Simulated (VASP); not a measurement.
# Na2F3 (P-3m1) in VASP: single point with PBE

Aim: the single point of Na2F3 with PBE.

Program: VASP 6.6.1. These are calculated values, not measurements. Logs are shortened: lines on timing, memory, paths and dates and some standing lists are left out, and cuts for length are marked.

### Step 1. The cell of the first run

Symmetry: P-3m1, No. 164, trigonal system. The conventional cell has a = 3.998 Å, b = 3.998 Å, c = 4.885 Å, α = 90.00°, β = 90.00°, γ = 120.00°. Within 3.2 Å of Na (site symmetry 3m) lie 8 F at 2.33 to 2.56 Å and 3 Na at 3.19 Å. F (site symmetry -3m) has 6 Na at 2.56 Å and 6 F at 2.72 Å within 3.4 Å. Within 3.1 Å of F (site symmetry 3m) lie 5 Na at 2.33 to 2.55 Å and 6 F at 2.72 to 3.05 Å.

### Step 2. Single point, PBE, collinear spin

Contents of INCAR:

```
PREC = Accurate ; ENCUT = 520
EDIFF = 1E-7 ; ISMEAR = 0
SIGMA = 0.1 ; LREAL = F
LASPH = T ; NELM = 150
ALGO = Normal ; ISIF = 2
LWAVE = F ; LCHARG = F
ISPIN = 2 ; MAGMOM = 0 0 0.35 0.37 0.37
LORBIT = 11 ; GGA = PE
NBANDS = 30
```

Contents of KPOINTS:

```
regular mesh
0
Gamma
  12 12 6
```

Contents of POSCAR:

```
Na2F3
1.0
    3.9979689496      0.0000000000      0.0000000000
   -1.9989844748      3.4623426739      0.0000000000
    0.0000000000      0.0000000000      4.8847300404
Na F
2 3
Direct
    0.3333333333      0.6666666667      0.2254327142
    0.6666666667      0.3333333333      0.7745672858
    0.0000000000      0.0000000000      0.0000000000
    0.3333333333      0.6666666667      0.7041733292
    0.6666666667      0.3333333333      0.2958266708
```

Potentials or basis: VASP PAW PBE potentials, release 64 (Na_pv, F).

The run is started by

```sh
> cat potpaw_PBE.64/Na_pv/POTCAR potpaw_PBE.64/F/POTCAR > POTCAR
> mpirun -np 1 vasp_std > vasp.out
```

OUTCAR:

```text
PREC = Accurate
   ENCUT = 520
   EDIFF = 1E-7
   ISMEAR = 0
   LREAL = F
   LASPH = T
   NELM = 150
   ISIF = 2
   ISPIN = 2
   LORBIT = 11
   GGA = PE

 ion  position               nearest neighbor table
   1  0.333  0.667  0.225-   5 2.33   5 2.33   5 2.33   4 2.34
   2  0.667  0.333  0.775-   4 2.33   4 2.33   4 2.33   5 2.34
   3  0.000  0.000  0.000-
   4  0.333  0.667  0.704-   2 2.33   2 2.33   2 2.33   1 2.34
   5  0.667  0.333  0.296-   1 2.33   1 2.33   1 2.33   2 2.34

  LATTYP: Found a hexagonal cell.
 ALAT       =     3.9979689496
 C/A-ratio  =     1.2218028959

  Lattice vectors:

 A1 = (   3.9979689496,   0.0000000000,   0.0000000000)
 A2 = (  -1.9989844748,   3.4623426739,   0.0000000000)
 A3 = (   0.0000000000,   0.0000000000,   4.8847300404)

Analysis of symmetry for initial positions (statically):
=====================================================================
 Subroutine PRICEL returns:
 Original cell was already a primitive cell.

 Routine SETGRP: Setting up the symmetry group for a
 hexagonal supercell.

 Subroutine GETGRP returns: Found 12 space group operations
 (whereof 12 operations were pure point group operations)
 out of a pool of 24 trial point group operations.

The static configuration has the point symmetry D_3d.

Analysis of symmetry for dynamics (positions and initial velocities):
=====================================================================
 Subroutine PRICEL returns:
 Original cell was already a primitive cell.

 Routine SETGRP: Setting up the symmetry group for a
 hexagonal supercell.

 Subroutine GETGRP returns: Found 12 space group operations
 (whereof 12 operations were pure point group operations)
 out of a pool of 24 trial point group operations.

The dynamic configuration has the point symmetry D_3d.

Analysis of structural, dynamic, and magnetic symmetry:
=====================================================================
 Subroutine PRICEL returns:
 Original cell was already a primitive cell.

 Routine SETGRP: Setting up the symmetry group for a
 hexagonal supercell.

 Subroutine GETGRP returns: Found 12 space group operations
 (whereof 12 operations were pure point group operations)
 out of a pool of 24 trial point group operations.

The overall configuration has the point symmetry D_3d.

 Subroutine INISYM returns: Found 12 space group operations
 (whereof 12 operations are pure point group operations),
 and found     1 'primitive' translations

----------------------------------------------------------------------------------------

                                     Primitive cell

  volume of cell :      67.6161

  direct lattice vectors                    reciprocal lattice vectors
     3.997968950  0.000000000  0.000000000     0.250127005  0.144410894  0.000000000
    -1.998984475  3.462342674  0.000000000     0.000000000  0.288821787  0.000000000
     0.000000000  0.000000000  4.884730040     0.000000000  0.000000000  0.204719604

  length of vectors
     3.997968950  3.997968950  4.884730040     0.288821787  0.288821787  0.204719604

  position of ions in fractional coordinates (direct lattice)
     0.333333333  0.666666667  0.225432714
     0.666666667  0.333333333  0.774567286
     0.000000000  0.000000000  0.000000000
     0.333333333  0.666666667  0.704173329
     0.666666667  0.333333333  0.295826671

  ion indices of the primitive-cell ions
   primitive index   ion index
                 1           1
                 2           2
                 3           3
                 4           4
                 5           5

----------------------------------------------------------------------------------------

 KPOINTS: regular mesh

Automatic generation of k-mesh.
 Grid dimensions read from file:
 generate k-points for:   12   12    6

 Generating k-lattice:

  Cartesian coordinates                     Fractional coordinates (reciprocal lattice)
     0.020843917  0.012034241  0.000000000     0.083333333  0.000000000  0.000000000
     0.000000000  0.024068482  0.000000000     0.000000000  0.083333333  0.000000000
     0.000000000  0.000000000  0.034119934     0.000000000  0.000000000  0.166666667

  Length of vectors
     0.024068482  0.024068482  0.034119934

  Shift w.r.t. Gamma in fractional coordinates (k-lattice)
     0.000000000  0.000000000  0.000000000

 Subroutine IBZKPT returns following result:
 ===========================================

 Found    100 irreducible k-points:

 Following reciprocal coordinates:
            Coordinates               Weight
  0.000000  0.000000  0.000000      1.000000
  0.083333 -0.000000  0.000000      6.000000
  0.166667 -0.000000  0.000000      6.000000
  0.250000 -0.000000  0.000000      6.000000
  0.333333 -0.000000  0.000000      6.000000
  0.416667 -0.000000  0.000000      6.000000
[... 16 lines left out ...]
  0.166667 -0.000000  0.166667      6.000000
  0.000000  0.166667  0.166667      6.000000
 [... further k-points ...]
   k-points           NKPTS =    100   k-points in BZ     NKDIM =    100   number of bands    NBANDS=     30
   number of dos      NEDOS =    301   number of ions     NIONS =      5
   total plane-waves  NPLWV =  32400
   dimension x,y,z NGX =    30 NGY =   30 NGZ =   36
   dimension x,y,z NGXF=    60 NGYF=   60 NGZF=   72
   ions per type =               2   3
   NGX,Y,Z   is equivalent  to a cutoff of  12.47, 12.47, 12.25 a.u.
   NGXF,Y,Z  is equivalent  to a cutoff of  24.95, 24.95, 24.50 a.u.
 SYSTEM =  unknown system
   PREC   = accura    normal or accurate (medium, high low for compatibility)
   ISTART =      0    job   : 0-new  1-cont  2-samecut
   ICHARG =      2    charge: 1-file 2-atom 10-const
   ISPIN  =      2    spin polarized calculation?
   LNONCOLLINEAR =      F non collinear calculations
   LSORBIT =      F    spin-orbit coupling
   LASPH  =      T    aspherical Exc in radial PAW
   ENCUT  =  520.0 eV  38.22 Ry    6.18 a.u.   7.43  7.43  9.08*2*pi/ulx,y,z
   NELM   =    150;   NELMIN=  2; NELMDL= -5     # of ELM steps
   EDIFF  = 0.1E-06   stopping-criterion for ELM
   LREAL  =      F    real-space projection
   EDIFFG = 0.1E-05   stopping-criterion for IOM
   NSW    =      0    number of steps for IOM
   IBRION =     -1    ionic relax: 0-MD 1-quasi-New 2-CG
   NFREE  =      0    steps in history (QN), initial steepest desc. (CG)
   ISIF   =      2    stress and relaxation
   ISYM   =      2    0-nonsym 1-usesym 2-fastsym
   POTIM  = 0.5000    time-step for ionic-motion
   TEBEG  =    0.0;   TEEND  =   0.0 temperature during run
   PSTRESS=    0.0 pullay stress
   NELECT =      35.0000    total number of electrons
   NUPDOWN=      -1.0000    fix difference up-down
   EMIN   =  10.00;   EMAX   =-10.00  energy-range for DOS
   EFERMI =   0.00;   METHOD = LEGACY
   ISMEAR =     0;   SIGMA  =   0.10  broadening in eV -4-tet -1-fermi 0-gaus
   EFERMI_NEDOS =   21; number of points for ismear=-14 and -15
   IALGO  =     38    algorithm
   IMIX   =      4    mixing-type and parameters
     AMIX     =   0.40;   BMIX     =  1.00
     AMIX_MAG =   1.60;   BMIX_MAG =  1.00
  volume/ion in A,a.u.               =      13.52        91.26
  Fermi-wavevector in a.u.,A,eV,Ry     =   1.314460  2.483970 23.508229  1.727806
  Thomas-Fermi vector in A             =   2.444712
   LORBIT       =     11    0 simple, 1 ext, 2 COOP (PROOUT), +10 PAW based schemes
   GGA     = PE    functional components
   LHFCALC =     F    Hartree Fock is set to
   AEXX    =    0.0000 exact exchange contribution
   IVDW    =     0    specifies the selected vdW correction
   LEPSILON=     F    determine dielectric tensor
   LRPA    =     F    only Hartree local field effects (RPA)
 spin polarized calculation
 Gauss-broadening in eV      SIGMA  =   0.10
  energy-cutoff  :      520.00
  volume of cell :       67.62
 maximum number of plane-waves:      1842
 NGX is ok and might be reduce to    30
   NGX = 15   NGY = 15   NGZ = 19

 number of electron      35.0000018 magnetization       1.0000001

 Free energy of the ion-electron system (eV)
  ---------------------------------------------------
  ext. energy  EPLUGINS =         0.00000000
  ---------------------------------------------------
  free energy    TOTEN  =       -18.55514763 eV

  energy without entropy =      -18.51920244  energy(sigma->0) =      -18.53717504

 E-fermi :  -2.8531     XC(G=0):  -8.6852

 val. band max:       -2.8530909679   @ k =   0.3333   0.0833   0.1667
 cond. band min:      -2.8523324492   @ k =   0.3333   0.0833   0.5000
 fundamental gap:      0.0007585187
 Fermi energy:        -2.8530713889

 spin component 1

 k-point     1 :       0.0000    0.0000    0.0000
  band No.  band energies     occupation
      1     -23.1215      1.00000
      2     -22.6160      1.00000
      3     -22.5063      1.00000
      4     -21.9974      1.00000
      5     -21.9974      1.00000
      6     -21.9659      1.00000
[... 21 lines left out ...]
     28      16.5758      0.00000
     29      17.6132      0.00000

 k-point     2 :       0.0833   -0.0000    0.0000
  band No.  band energies     occupation
      1     -23.1234      1.00000
      2     -22.6192      1.00000
      3     -22.5312      1.00000
      4     -21.9985      1.00000
      5     -21.9751      1.00000
      6     -21.9656      1.00000
[... 21 lines left out ...]
     28      16.9671      0.00000
     29      17.7682      0.00000

 k-point     3 :       0.1667   -0.0000    0.0000
  band No.  band energies     occupation
      1     -23.1265      1.00000
      2     -22.6326      1.00000
      3     -22.5869      1.00000
      4     -22.0015      1.00000
      5     -21.9698      1.00000
      6     -21.9649      1.00000
[... 638 lines left out ...]
      5     -21.9771      1.00000
      6     -21.9665      1.00000
[... 21 lines left out ...]
     28      17.5473      0.00000
     29      17.8620      0.00000

 k-point    24 :       0.0000    0.1667    0.1667
  band No.  band energies     occupation
      1     -23.1311      1.00000
      2     -22.7497      1.00000
      3     -22.4987      1.00000
      4     -21.9993      1.00000
      5     -21.9959      1.00000
      6     -21.9670      1.00000
[... 21 lines left out ...]
     28      16.6627      0.00000
     29      18.0207      0.00000

 [... further k-points ...]

 spin component 2

 k-point     1 :       0.0000    0.0000    0.0000
  band No.  band energies     occupation
      1     -22.4984      1.00000
      2     -22.2643      1.00000
      3     -22.0089      1.00000
      4     -21.9995      1.00000
      5     -21.9995      1.00000
      6     -21.9680      1.00000
[... 21 lines left out ...]
     28      16.6775      0.00000
     29      17.6860      0.00000

 k-point     2 :       0.0833   -0.0000    0.0000
  band No.  band energies     occupation
      1     -22.5170      1.00000
      2     -22.2606      1.00000
      3     -22.1176      1.00000
      4     -22.0006      1.00000
      5     -21.9677      1.00000
      6     -21.9660      1.00000
[... 21 lines left out ...]
     28      17.0638      0.00000
     29      17.8453      0.00000

 k-point     3 :       0.1667   -0.0000    0.0000
  band No.  band energies     occupation
      1     -22.5575      1.00000
      2     -22.2582      1.00000
      3     -22.2143      1.00000
      4     -22.0035      1.00000
      5     -21.9702      1.00000
      6     -21.9670      1.00000
[... 638 lines left out ...]
      5     -21.9695      1.00000
      6     -21.9687      1.00000
[... 21 lines left out ...]
     28      17.6498      0.00000
     29      18.0118      0.00000

 k-point    24 :       0.0000    0.1667    0.1667
  band No.  band energies     occupation
      1     -22.5745      1.00000
      2     -22.3981      1.00000
      3     -22.0815      1.00000
      4     -22.0014      1.00000
      5     -21.9707      1.00000
      6     -21.9691      1.00000
[... 21 lines left out ...]
     28      16.7862      0.00000
     29      18.1243      0.00000

 [... further k-points ...]

 [bands above 29 left out]

------------------------ aborting loop because EDIFF is reached ----------------------------------------

  FORCE on cell =-STRESS in cart. coord.  units (eV):
  Direction    XX          YY          ZZ          XY          YZ          ZX
  --------------------------------------------------------------------------------------
  -------------------------------------------------------------------------------------
  Total       -0.0864638     -0.0864638     -0.1194968      0.0000000      0.0000000      0.0000000
  in kB       -2.0487768     -2.0487768     -2.8315026      0.0000000      0.0000000      0.0000000
  external PRESSURE =      -2.3096854 kB  Pullay stress =       0.0000000 kB

 VOLUME and BASIS-vectors are now :
 -----------------------------------------------------------------------------
  energy-cutoff  :      520.00
  volume of cell :       67.62
      direct lattice vectors                 reciprocal lattice vectors
     3.997968950  0.000000000  0.000000000     0.250127005  0.144410894  0.000000000
    -1.998984475  3.462342674  0.000000000     0.000000000  0.288821787  0.000000000
     0.000000000  0.000000000  4.884730040     0.000000000  0.000000000  0.204719604

 POSITION                                       TOTAL-FORCE (eV/Angst)
 -----------------------------------------------------------------------------------
     -0.00000      2.30823      1.10118         0.000000     -0.000000     -0.004042
      1.99898      1.15411      3.78355        -0.000000      0.000000      0.004042
      0.00000      0.00000      0.00000         0.000000      0.000000      0.000000
     -0.00000      2.30823      3.43970         0.000000     -0.000000      0.003800
      1.99898      1.15411      1.44503        -0.000000      0.000000     -0.003800
 -----------------------------------------------------------------------------------
    total drift:                               -0.000000      0.000000     -0.000000

  FREE ENERGIE OF THE ION-ELECTRON SYSTEM (eV)
  ---------------------------------------------------
  free  energy   TOTEN  =       -18.5551476316 eV

  energy  without entropy=      -18.5192024398  energy(sigma->0) =      -18.53717504

 total charge

# of ion       s       p       d       tot
------------------------------------------
    1        0.038   5.983   0.000   6.021
    2        0.038   5.983   0.000   6.021
    3        1.745   4.218   0.000   5.963
    4        1.740   4.278   0.000   6.018
    5        1.740   4.278   0.000   6.018
--------------------------------------------------
tot          5.301  24.740   0.000  30.042

 magnetization (x)

# of ion       s       p       d       tot
------------------------------------------
    1       -0.002  -0.001   0.000  -0.003
    2       -0.002  -0.001   0.000  -0.003
    3        0.002   0.382   0.000   0.384
    4        0.001   0.259   0.000   0.261
    5        0.001   0.259   0.000   0.261
--------------------------------------------------
tot          0.002   0.899   0.000   0.900
```

Run time: 7.1 min. Hardware: 1 thread of Intel Xeon Platinum 8259CL at 2.50GHz (Skylake/Cascade Lake), shared host; peak memory 0.38 GiB.

Results:

| Property | Result |
| --- | --- |
| Free energy | -18.5551 eV |
| Pressure | -0.2 GPa |
| Largest force | 0.004 eV/Å |
| Band gap on the k mesh | zero (filled and empty bands overlap) |
| Net moment | 1.00 μB per cell |
| Site moments | Na -0.00; F +0.38, +0.26 (each value once) μB |
| Valence electrons inside the program's atomic spheres | Na 6.02; F 5.96, 6.02 (each value once) |

Forces on the atoms (eV/Å):
```
Na   0.000  0.000 -0.004
Na   0.000  0.000  0.004
F    0.000  0.000  0.000
F    0.000  0.000  0.004
F    0.000  0.000 -0.004
```

Stress tensor (GPa, compression positive):
```
-0.20  0.00  0.00
 0.00 -0.20  0.00
 0.00  0.00 -0.28
```

Levels at points of the mesh, in eV from the Fermi level:
Spin up:
```csv
k point,band 14,band 15,band 16,band 17,band 18,band 19,band 20,band 21,band 22,band 23
"(0.00, 0.00, 0.00)",-1.30,-1.30,-0.65,-0.65,-0.64,6.85,12.39,13.55,16.27,16.27
"(0.50, 0.00, 0.00)",-0.96,-0.95,-0.94,-0.77,-0.39,10.20,10.72,12.81,15.09,15.58
"(0.00, 0.00, 0.50)",-1.16,-1.06,-1.06,-0.84,-0.84,8.72,9.25,15.61,15.61,16.00
"(0.50, 0.00, 0.50)",-1.35,-0.91,-0.71,-0.55,-0.52,10.95,11.84,12.20,12.36,15.88
```
Spin down:
| k point | band 13 | band 14 | band 15 | band 16 | band 17 | band 18 | band 19 | band 20 | band 21 | band 22 |
| --- | --- | --- | --- | --- | --- | --- | --- | --- | --- | --- |
| (0.00, 0.00, 0.00) | -0.94 | -0.81 | -0.81 | -0.15 | -0.08 | -0.08 | 6.94 | 12.49 | 13.71 | 16.32 |
| (0.50, 0.00, 0.00) | -1.17 | -0.56 | -0.42 | -0.34 | -0.19 | 0.22 | 10.35 | 10.87 | 12.86 | 15.20 |
| (0.00, 0.00, 0.50) | -0.81 | -0.70 | -0.55 | -0.55 | -0.27 | -0.27 | 8.89 | 9.37 | 15.64 | 15.64 |
| (0.50, 0.00, 0.50) | -1.24 | -0.87 | -0.45 | -0.12 | 0.05 | 0.06 | 11.12 | 11.92 | 12.34 | 12.53 |
